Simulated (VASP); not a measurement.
## MoP: single point with PBE

The system is MoP, a slab with vacuum.

```
P Mo
1.0
     3.24104    0.00000    0.00000
    -1.62052    2.80683    0.00000
     0.00000    0.00000   26.18329
P Mo
4 4
Direct
  0.33333 0.66667 0.28594
  0.33333 0.66667 0.40911
  0.33333 0.66667 0.53138
  0.33333 0.66667 0.65583
  0.00000 0.00000 0.34677
  0.00000 0.00000 0.46970
  0.00000 0.00000 0.59180
  0.00000 0.00000 0.70946
```

```json
{"Program": "VASP 6.6.1", "Task": "single point", "Functional": "PBE", "Potentials or basis": "VASP PAW PBE potentials, release 64 (P, Mo_sv)", "Cutoff": "520 eV", "k mesh": "12 × 12 × 1", "Occupations": "gaussian, width 0.1 eV", "Spin": "no spin polarisation", "Dipole correction": "yes", "Further INCAR settings": "ALGO = Normal; EDIFF = 1e-06; NBANDS = 48"}
```

```yaml
Largest_force: 0.006 eV/Å
Band_gap_on_the_k_mesh: zero (band 38 reaches 3.64 eV, above the bottom of band 39 at 2.78 eV)
```

Forces on the atoms (eV/Å):
```
P    0.000  0.000 -0.003
P    0.000  0.000 -0.002
P    0.000  0.000 -0.004
P    0.000  0.000  0.000
Mo   0.000  0.000 -0.006
Mo   0.000  0.000  0.006
Mo   0.000  0.000  0.005
Mo   0.000  0.000  0.004
```

Levels at points of the mesh, in eV from the Fermi level:
```tsv
k point	band 36	band 37	band 38	band 39	band 40	band 41
(0.00, 0.00, 0.00)	-0.95	-0.68	-0.52	-0.27	-0.27	-0.08
(0.50, 0.00, 0.00)	-0.23	0.12	0.49	1.15	1.28	1.42
```

Wall time 8.5 min on 1 thread of Intel(R) Xeon(R) Platinum 8375C CPU @ 2.90GHz (Ice Lake), on a shared host, peak memory 0.42 GiB.
